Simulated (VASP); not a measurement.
# Tc in VASP: relaxation of the atoms with PBE+D3(BJ)

Aim: the relaxation of the atoms of Tc with PBE+D3(BJ).

All numbers are computed with VASP 6.6.1; they aren't measurements. Logs are shortened: lines on timing, memory, paths and dates and some standing lists are left out, and cuts for length are marked.

## Step 1: The cell of the first run

The cell holds a slab with vacuum, 18 atoms: a = 5.480 Å, b = 8.220 Å, c = 15.395 Å, α = 90.00°, β = 90.00°, γ = 60.00°.

## Step 2: Relaxation of the atoms, PBE+D3(BJ)

INCAR

```
SYSTEM = Tc
PREC     = Accurate       ! precision mode
ENCUT    = 520            ! plane-wave cutoff, eV
EDIFF    = 1E-6           ! SCF threshold, eV
ISMEAR   = -1             ! smearing method
SIGMA    = 0.1            ! smearing width, eV
LREAL    = Auto         
LASPH    = .True.         ! aspherical terms in the spheres
NELM     = 60             ! most SCF steps
ALGO     = Normal         ! electronic algorithm
ISIF     = 2              ! what is computed and relaxed
LWAVE    = .False.        ! write WAVECAR
LCHARG   = .False.        ! write CHGCAR
GGA      = PE             ! functional
IVDW     = 12             ! dispersion correction
IBRION   = 2              ! ionic algorithm
NSW      = 45             ! ionic steps
EDIFFG   = -0.08          ! ionic threshold
KPAR     = 2
```

KPOINTS

```
Automatic mesh
0
Gamma
  3 2 1
  0 0 0
```

POSCAR

```
Tc
1.0
    5.4800000000      0.0000000000      0.0000000000
    4.1100000000      7.1187290000      0.0000000000
    0.0000000000      0.0000000000     15.3949600000
Tc
18
Selective dynamics
Direct
    0.0000000000      0.0000000000      0.0649563000  F F F
    0.5000000000      0.0000000000      0.0649563000  F F F
    0.0000000000      0.3333333000      0.0649563000  F F F
    0.5000000000      0.3333333000      0.0649563000  F F F
    0.0000000000      0.6666667000      0.0649563000  F F F
    0.5000000000      0.6666667000      0.0649563000  F F F
   -0.1666667000      0.2222222000      0.2076965000  T T T
    0.3333333000      0.2222222000      0.2076965000  T T T
   -0.1666667000      0.5555556000      0.2076965000  T T T
    0.3333333000      0.5555556000      0.2076965000  T T T
   -0.1666667000      0.8888889000      0.2076965000  T T T
    0.3333333000      0.8888889000      0.2076965000  T T T
    0.0000000000      0.0000000000      0.3504368000  T T T
    0.5000000000      0.0000000000      0.3504368000  T T T
    0.0000000000      0.3333333000      0.3504368000  T T T
    0.5000000000      0.3333333000      0.3504368000  T T T
    0.0000000000      0.6666667000      0.3504368000  T T T
    0.5000000000      0.6666667000      0.3504368000  T T T
```

Potentials or basis: VASP PAW PBE potentials, release 64 (Tc_pv).

Command:

```bash
$ cat potpaw_PBE.64/Tc_pv/POTCAR > POTCAR
$ mpirun -np 4 vasp_std > vasp.out
```

OUTCAR:

```text
SYSTEM = Tc
   PREC = Accurate
   ENCUT = 520
   EDIFF = 1E-6
   ISMEAR = -1
   LREAL = Auto
   LASPH = .True.
   NELM = 60
   ISIF = 2
   GGA = PE
   IVDW = 12
   IBRION = 2
   NSW = 45
   EDIFFG = -0.08
 IVDW          = 12

 ion  position               nearest neighbor table
   1  0.000  0.000  0.065-  12 2.71   7 2.71  11 2.71   5 2.74   3 2.74   6 2.74   4 2.74   2 2.74
                             2 2.74
   2  0.500  0.000  0.065-  11 2.71   8 2.71  12 2.71   6 2.74   4 2.74   5 2.74   3 2.74   1 2.74
                             1 2.74
   3  0.000  0.333  0.065-   8 2.71   7 2.71   9 2.71   1 2.74   2 2.74   4 2.74   4 2.74   6 2.74
                             5 2.74
   4  0.500  0.333  0.065-   7 2.71   8 2.71  10 2.71   2 2.74   1 2.74   3 2.74   3 2.74   5 2.74
                             6 2.74
   5  0.000  0.667  0.065-  10 2.71  11 2.71   9 2.71   1 2.74   2 2.74   6 2.74   6 2.74   4 2.74
                             3 2.74
   6  0.500  0.667  0.065-   9 2.71  12 2.71  10 2.71   2 2.74   1 2.74   5 2.74   5 2.74   3 2.74
                             4 2.74
   7  0.833  0.222  0.208-   4 2.71   1 2.71   3 2.71  16 2.71  13 2.71  15 2.71  11 2.74  12 2.74
                             8 2.74   8 2.74  10 2.74   9 2.74
   8  0.333  0.222  0.208-   3 2.71   2 2.71   4 2.71  15 2.71  14 2.71  16 2.71  12 2.74  11 2.74
                             7 2.74   7 2.74   9 2.74  10 2.74
   9  0.833  0.556  0.208-   6 2.71   5 2.71   3 2.71  18 2.71  17 2.71  15 2.71  11 2.74  12 2.74
[... 5 lines left out ...]
  12  0.333  0.889  0.208-   1 2.71   6 2.71   2 2.71  13 2.71  18 2.71  14 2.71  10 2.74   8 2.74
                             9 2.74   7 2.74  11 2.74  11 2.74
  13  0.000  0.000  0.350-  12 2.71   7 2.71  11 2.71  15 2.74  17 2.74  18 2.74  16 2.74  14 2.74
                            14 2.74
  14  0.500  0.000  0.350-  11 2.71   8 2.71  12 2.71  16 2.74  18 2.74  17 2.74  15 2.74  13 2.74
                            13 2.74
  15  0.000  0.333  0.350-   8 2.71   7 2.71   9 2.71  13 2.74  14 2.74  16 2.74  16 2.74  18 2.74
                            17 2.74
  16  0.500  0.333  0.350-   7 2.71   8 2.71  10 2.71  14 2.74  13 2.74  15 2.74  15 2.74  17 2.74
                            18 2.74
  17  0.000  0.667  0.350-  10 2.71  11 2.71   9 2.71  13 2.74  14 2.74  18 2.74  18 2.74  16 2.74
                            15 2.74
  18  0.500  0.667  0.350-   9 2.71  12 2.71  10 2.71  14 2.74  13 2.74  17 2.74  17 2.74  15 2.74
                            16 2.74

  LATTYP: Found a simple monoclinic cell.
 ALAT       =     5.4800000000
 B/A-ratio  =     2.8092992701
 C/A-ratio  =     1.3228756879
 COS(beta)  =    -0.1889822319

  Lattice vectors:

 A1 = (   5.4800000000,   0.0000000000,   0.0000000000)
 A2 = (   0.0000000000,   0.0000000000, -15.3949600000)
 A3 = (  -1.3700000000,   7.1187290000,   0.0000000000)

Analysis of symmetry for initial positions (statically):
=====================================================================
 Subroutine PRICEL returns following result:

  LATTYP: Found a hexagonal cell.
 ALAT       =     2.7399997782
 C/A-ratio  =     5.6185989949
[... 12 lines left out ...]
 Subroutine GETGRP returns: Found  2 space group operations
 (whereof  1 operations were pure point group operations)
 out of a pool of  4 trial point group operations.

The static configuration has the point symmetry C_1 .
 The point group associated with its full space group is C_1h.

Analysis of symmetry for dynamics (positions and initial velocities):
=====================================================================
 Subroutine PRICEL returns following result:

  LATTYP: Found a hexagonal cell.
 ALAT       =     2.7399997782
 C/A-ratio  =     5.6185989949
[... 12 lines left out ...]
 Subroutine GETGRP returns: Found  2 space group operations
 (whereof  1 operations were pure point group operations)
 out of a pool of  4 trial point group operations.

The dynamic configuration has the point symmetry C_1 .
 The point group associated with its full space group is C_1h.

Analysis of constrained symmetry for selective dynamics:
=====================================================================
 Subroutine PRICEL returns following result:

  LATTYP: Found a hexagonal cell.
 ALAT       =     2.7399997782
 C/A-ratio  =     5.6185989949
[... 12 lines left out ...]
 Subroutine GETGRP returns: Found  1 space group operations
 (whereof  1 operations were pure point group operations)
 out of a pool of  4 trial point group operations.

The constrained configuration has the point symmetry C_1 .

 Subroutine INISYM returns: Found  1 space group operations
 (whereof  1 operations are pure point group operations),
 and found     6 'primitive' translations

----------------------------------------------------------------------------------------

                                     Primitive cell

  volume of cell :     100.0945

  direct lattice vectors                    reciprocal lattice vectors
    -1.369999863 -2.372909429  0.000000000     0.000000000 -0.421423586  0.000000000
     2.740000000  0.000000000  0.000000000     0.364963504 -0.210711772  0.000000000
     0.000000000  0.000000000 15.394960000     0.000000000  0.000000000  0.064956323

  length of vectors
     2.739999778  2.740000000 15.394960000     0.421423586  0.421423551  0.064956323

  position of ions in fractional coordinates (direct lattice)
     0.000000000  0.000000000  0.064956300
     0.333333033  0.666666600  0.207696500
     0.000000000  0.000000000  0.350436800

  ion indices of the primitive-cell ions
   primitive index   ion index
                 1           1
                 2          11
                 3          13

----------------------------------------------------------------------------------------

 KPOINTS: Automatic mesh

Automatic generation of k-mesh.
 Grid dimensions read from file:
 generate k-points for:    3    2    1

 Generating k-lattice:

  Cartesian coordinates                     Fractional coordinates (reciprocal lattice)
     0.060827251 -0.035118629  0.000000000     0.333333333 -0.000000000  0.000000000
     0.000000000  0.070237257  0.000000000     0.000000000  0.500000000  0.000000000
     0.000000000  0.000000000  0.064956323     0.000000000  0.000000000  1.000000000

  Length of vectors
     0.070237259  0.070237257  0.064956323

  Shift w.r.t. Gamma in fractional coordinates (k-lattice)
     0.000000000  0.000000000  0.000000000

 -----------------------------------------------------------------------------
|                                                                             |
|           W    W    AA    RRRRR   N    N  II  N    N   GGGG   !!!           |
|           W    W   A  A   R    R  NN   N  II  NN   N  G    G  !!!           |
|           W    W  A    A  R    R  N N  N  II  N N  N  G       !!!           |
|           W WW W  AAAAAA  RRRRR   N  N N  II  N  N N  G  GGG   !            |
|           WW  WW  A    A  R   R   N   NN  II  N   NN  G    G                |
|           W    W  A    A  R    R  N    N  II  N    N   GGGG   !!!           |
|                                                                             |
|     Your reciprocal lattice and k-lattice belong to different lattice       |
|     classes:                                                                |
|                                                                             |
|        The reciprocal lattice is simple monoclinic,                         |
|        whereas your k-lattice is hexagonal.                                 |
|                                                                             |
|     Results are often still useful ...                                      |
|                                                                             |
 -----------------------------------------------------------------------------

 Subroutine IBZKPT returns following result:
 ===========================================

 Found      4 irreducible k-points:

 Following reciprocal coordinates:
            Coordinates               Weight
  0.000000  0.000000  0.000000      1.000000
  0.333333  0.000000  0.000000      2.000000
  0.000000  0.500000  0.000000      1.000000
  0.333333  0.500000  0.000000      2.000000
   k-points           NKPTS =      4   k-points in BZ     NKDIM =      4   number of bands    NBANDS=    140
   number of dos      NEDOS =    301   number of ions     NIONS =     18
   total plane-waves  NPLWV = 322560
   dimension x,y,z NGX =    42 NGY =   64 NGZ =  120
   dimension x,y,z NGXF=    84 NGYF=  128 NGZF=  240
   ions per type =              18
   NGX,Y,Z   is equivalent  to a cutoff of  12.74, 12.94, 12.96 a.u.
   NGXF,Y,Z  is equivalent  to a cutoff of  25.48, 25.89, 25.92 a.u.
 SYSTEM =  Tc
   PREC   = accura    normal or accurate (medium, high low for compatibility)
   ISTART =      0    job   : 0-new  1-cont  2-samecut
   ICHARG =      2    charge: 1-file 2-atom 10-const
   ISPIN  =      1    spin polarized calculation?
   LNONCOLLINEAR =      F non collinear calculations
   LSORBIT =      F    spin-orbit coupling
   LASPH  =      T    aspherical Exc in radial PAW
   ENCUT  =  520.0 eV  38.22 Ry    6.18 a.u.  10.19 15.28 28.62*2*pi/ulx,y,z
   NELM   =     60;   NELMIN=  2; NELMDL= -5     # of ELM steps
   EDIFF  = 0.1E-05   stopping-criterion for ELM
   LREAL  =      T    real-space projection
   EDIFFG = -.8E-01   stopping-criterion for IOM
   NSW    =     45    number of steps for IOM
   IBRION =      2    ionic relax: 0-MD 1-quasi-New 2-CG
   NFREE  =      1    steps in history (QN), initial steepest desc. (CG)
   ISIF   =      2    stress and relaxation
   ISYM   =      2    0-nonsym 1-usesym 2-fastsym
   POTIM  = 0.5000    time-step for ionic-motion
   TEBEG  =    0.0;   TEEND  =   0.0 temperature during run
   PSTRESS=    0.0 pullay stress
   NELECT =     234.0000    total number of electrons
   NUPDOWN=      -1.0000    fix difference up-down
   EMIN   =  10.00;   EMAX   =-10.00  energy-range for DOS
   EFERMI =   0.00;   METHOD = LEGACY
   ISMEAR =    -1;   SIGMA  =   0.10  broadening in eV -4-tet -1-fermi 0-gaus
   EFERMI_NEDOS =   21; number of points for ismear=-14 and -15
   IALGO  =     38    algorithm
   IMIX   =      4    mixing-type and parameters
     AMIX     =   0.40;   BMIX     =  1.00
     AMIX_MAG =   1.60;   BMIX_MAG =  1.00
  volume/ion in A,a.u.               =      33.36       225.16
  Fermi-wavevector in a.u.,A,eV,Ry     =   1.195711  2.259566 19.452590  1.429725
  Thomas-Fermi vector in A             =   2.331670
   LORBIT       =      0    0 simple, 1 ext, 2 COOP (PROOUT), +10 PAW based schemes
   GGA     = PE    functional components
   LHFCALC =     F    Hartree Fock is set to
   AEXX    =    0.0000 exact exchange contribution
   IVDW    =    12    specifies the selected vdW correction
   LEPSILON=     F    determine dielectric tensor
   LRPA    =     F    only Hartree local field effects (RPA)
 conjugate gradient relaxation of ions
 non-spin polarized calculation
  energy-cutoff  :      520.00
  volume of cell :      600.57
 maximum number of plane-waves:     16197
 NGX is ok and might be reduce to    42
   NGX = 21   NGY = 31   NGZ = 57

--------------------------------------- Ionic step        1  -------------------------------------------

 number of electron     234.0000020 magnetization

 Free energy of the ion-electron system (eV)
  ---------------------------------------------------
  ext. energy  EPLUGINS =         0.00000000
  ---------------------------------------------------
  free energy    TOTEN  =      -173.53454171 eV

  energy without entropy =     -172.38108173  energy(sigma->0) =     -172.95781172

------------------------ aborting loop because EDIFF is reached ----------------------------------------

 Edisp (eV)   -7.50167

 E8    (eV) :    -3.6308
[... 215 lines left out ...]
--------------------------------------- Ionic step        5  -------------------------------------------

 number of electron     234.0000015 magnetization

 Free energy of the ion-electron system (eV)
  ---------------------------------------------------
  ext. energy  EPLUGINS =         0.00000000
  ---------------------------------------------------
  free energy    TOTEN  =      -173.70346591 eV

  energy without entropy =     -172.55577682  energy(sigma->0) =     -173.12962137

 E-fermi :   2.7377     XC(G=0):  -7.1688

 val. band max:        2.6205900053   @ k =   0.3333   0.0000   0.0000
 cond. band min:       2.7509000846   @ k =   0.3333   0.0000   0.0000
 fundamental gap:      0.1303100793
 Fermi energy:         2.7376589341

 k-point     1 :       0.0000    0.0000    0.0000
  band No.  band energies     occupation
      1     -36.7832      2.00000
      2     -36.7283      2.00000
      3     -36.6658      2.00000
      4     -36.6658      2.00000
      5     -36.5860      2.00000
      6     -36.5676      2.00000
[... 517 lines left out ...]
    128       3.7087      0.00012
    129       4.2100      0.00000
 [bands above 129 left out]

------------------------ aborting loop because EDIFF is reached ----------------------------------------

 Edisp (eV)   -7.63123

 E8    (eV) :    -3.7001
[... 41 lines left out ...]
  FREE ENERGIE OF THE ION-ELECTRON SYSTEM (eV)
  ---------------------------------------------------
  free  energy   TOTEN  =      -181.3347000214 eV

  energy  without entropy=     -180.1870109313  energy(sigma->0) =     -180.76085548

 reached required accuracy - stopping structural energy minimisation
```

Wall time 16 min (4 MPI ranks of Intel Xeon Platinum 8488C (Sapphire Rapids), shared host); peak memory 0.53 GiB.

What came out:

| Item | Value |
| --- | --- |
| Free energy | -181.3347 eV |
| Energy gained by relaxing | 16.6 meV/atom |
| Ionic steps | 5 |
| Band gap on the k mesh | zero (bands 117 and 118 overlap by 0.36 eV) |
| Dispersion energy per atom | -0.424 eV |

The path:
```csv
step,energy change (eV),largest force on free atoms (eV/Å),pressure (GPa)
1,0.0000,0.6314,-6.83
2,-0.1009,0.4681,-6.19
3,-0.2016,0.4068,-4.61
4,-0.2592,0.2655,-4.26
5,-0.2985,0.0387,-3.54
```

Final structure:
```yaml
crystal:
  lattice:
    - [5.48000, 0.00000, 0.00000]
    - [4.11000, 7.11873, 0.00000]
    - [0.00000, 0.00000, 15.39496]
  atoms:
    - { symbol: Tc, position: [0.00000, 0.00000, 0.06496] }
    - { symbol: Tc, position: [0.50000, 0.00000, 0.06496] }
    - { symbol: Tc, position: [0.00000, 0.33333, 0.06496] }
    - { symbol: Tc, position: [0.50000, 0.33333, 0.06496] }
    - { symbol: Tc, position: [0.00000, 0.66667, 0.06496] }
    - { symbol: Tc, position: [0.50000, 0.66667, 0.06496] }
    - { symbol: Tc, position: [0.83330, 0.22223, 0.20257] }
    - { symbol: Tc, position: [0.33330, 0.22223, 0.20257] }
    - { symbol: Tc, position: [0.83330, 0.55556, 0.20257] }
    - { symbol: Tc, position: [0.33330, 0.55556, 0.20257] }
    - { symbol: Tc, position: [0.83330, 0.88890, 0.20257] }
    - { symbol: Tc, position: [0.33330, 0.88890, 0.20257] }
    - { symbol: Tc, position: [0.00001, 0.00000, 0.34070] }
    - { symbol: Tc, position: [0.50001, 0.00000, 0.34070] }
    - { symbol: Tc, position: [0.00001, 0.33333, 0.34070] }
    - { symbol: Tc, position: [0.50001, 0.33333, 0.34070] }
    - { symbol: Tc, position: [0.00001, 0.66666, 0.34070] }
    - { symbol: Tc, position: [0.50001, 0.66666, 0.34070] }
```

Caveat: the k points lie up to 0.44 Å⁻¹ apart; there is no dipole correction, which matters where the two faces differ.

The gap in the log of VASP goes by the Fermi energy; the results here count the filled bands.